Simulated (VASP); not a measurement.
Write the native input for VASP 6.6.1 that does the following.

```yaml
Task: relaxation of cell and atoms
Functional: PBEsol
Potentials_or_basis: VASP PAW PBE potentials, release 64 (Ta_pv, N)
Cutoff: 600 eV
k_mesh: 10 × 10 × 10
Occupations: gaussian, width 0.1 eV
Spin: no spin polarisation
Target_pressure: -1 GPa
Dipole_correction: no
Further_INCAR_settings: ALGO = Fast; EDIFF = 1e-06; IBRION = 2; EDIFFG = -0.008; NSW = 70; ISIF = 3
```

The structure of Ta4N5 lies in POSCAR:

```
Ta4N5
1.0
   -3.4239466139      3.4239466139      2.1338355740
    3.4239466139     -3.4239466139      2.1338355740
    3.4239466139      3.4239466139     -2.1338355740
Ta N
4 5
Direct
    0.7843847855      0.6048724996      0.3892572850
    0.3951275004      0.7843847855      0.1795122859
    0.6048724996      0.2156152145      0.8204877141
    0.2156152145      0.3951275004      0.6107427150
    0.5000000000      0.5000000000      0.0000000000
    0.9081725663      0.3059167653      0.2140893317
    0.6940832347      0.9081725663      0.6022558010
    0.3059167653      0.0918274337      0.3977441990
    0.0918274337      0.6940832347      0.7859106683
```

One way to write it, as run:

INCAR

```
SYSTEM = Ta4N5
ALGO = Fast ; EDIFF = 1E-6
EDIFFG = -0.008 ; ENCUT = 600
GGA = PS ; IBRION = 2
ISIF = 3 ; ISMEAR = 0
LASPH = .True. ; LCHARG = .False.
LREAL = .False. ; LWAVE = .False.
NELM = 80 ; NSW = 70
PREC = Accurate ; PSTRESS = -10.0
SIGMA = 0.1
```

KPOINTS

```
k-points
0
Gamma
  10 10 10
  0 0 0
```

Potentials or basis: VASP PAW PBE potentials, release 64 (Ta_pv, N).

The run is started by

```bash
$ cat potpaw_PBE.64/Ta_pv/POTCAR potpaw_PBE.64/N/POTCAR > POTCAR
$ mpirun -np 1 vasp_std > vasp.out
```

Results of the run:

```json
{
  "Relaxed volume": "11.07 Å³/atom",
  "Relaxed cell": "a = 5.283 Å, b = 5.283 Å, c = 5.283 Å, α = 99.36°, β = 99.36°, γ = 132.44°",
  "Space group after relaxing (to 0.1 Å)": "I4/m (No. 87)",
  "Energy change on relaxing (the run minimises the enthalpy)": "-0.6 meV/atom",
  "Ionic steps": "3",
  "Pressure after relaxing": "-1.0 GPa",
  "Largest force after relaxing": "0.006 eV/Å",
  "Band gap on the k mesh": "zero (an odd number of electrons rules out a gap without spin polarisation)"
}
```

Caveat: the cell is relaxed towards a set pressure, so the run minimises the enthalpy, not the energy; the PAW data sets were made with another functional, which shifts forces and pressure a little; spin-orbit coupling is left out, which moves the levels of the heavy elements; an odd number of electrons without spin polarisation forces a metal; a magnetic or distorted state may lie lower.

Run time: 45 min on 1 thread of Oxide Virtual Turin-like Processor (shared host), peak memory 0.62 GiB.
